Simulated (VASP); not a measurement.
Wanted: the native input for a VASP 6.6.1 run.

* Task: single point
* Functional: PBEsol
* Potentials or basis: VASP PAW PBE potentials, release 64 (Na_pv, Cl)
* Cutoff: 520 eV
* k mesh: 9 × 9 × 9
* Occupations: fermi-dirac, width 0.03 eV
* Spin: no spin polarisation
* Dipole correction: no
* Further INCAR settings: ALGO = Normal; EDIFF = 1e-06; NBANDS = 14

The structure of NaCl lies in POSCAR:

```
NaCl
1.0
    2.8600000000      0.0000000000      0.0000000000
    0.0000000000      2.8600000000      0.0000000000
    0.0000000000      0.0000000000      2.8600000000
Na Cl
1 1
Direct
    0.0000000000      0.0000000000      0.0000000000
    0.5000000000      0.5000000000      0.5000000000
```

One way to write it, as run:

INCAR

```
SYSTEM = NaCl
ALGO = Normal ; EDIFF = 1E-6
ENCUT = 520 ; GGA = PS
ISIF = 2 ; ISMEAR = -1
LASPH = .True. ; LCHARG = .False.
LREAL = .False. ; LWAVE = .False.
NBANDS = 14 ; NELM = 80
PREC = Accurate ; SIGMA = 0.03
```

KPOINTS

```
k-points
0
Gamma
  9 9 9
  0 0 0
```

Potentials or basis: VASP PAW PBE potentials, release 64 (Na_pv, Cl).

Run with:

```sh
$ cat potpaw_PBE.64/Na_pv/POTCAR potpaw_PBE.64/Cl/POTCAR > POTCAR
$ mpirun -np 1 vasp_std > vasp.out
```

It gave:

```json
{"Pressure": "60.1 GPa", "Band gap on the k mesh": "4.56 eV"}
```

Caveat: the cell stands under pressure; the PAW data sets were made with another functional, which shifts forces and pressure a little; an odd mesh through Γ misses points on the zone boundary, where band edges can lie.

Run time: 12 s on 1 thread of Intel Xeon 8259CL, on a shared host, peak memory 0.14 GiB.
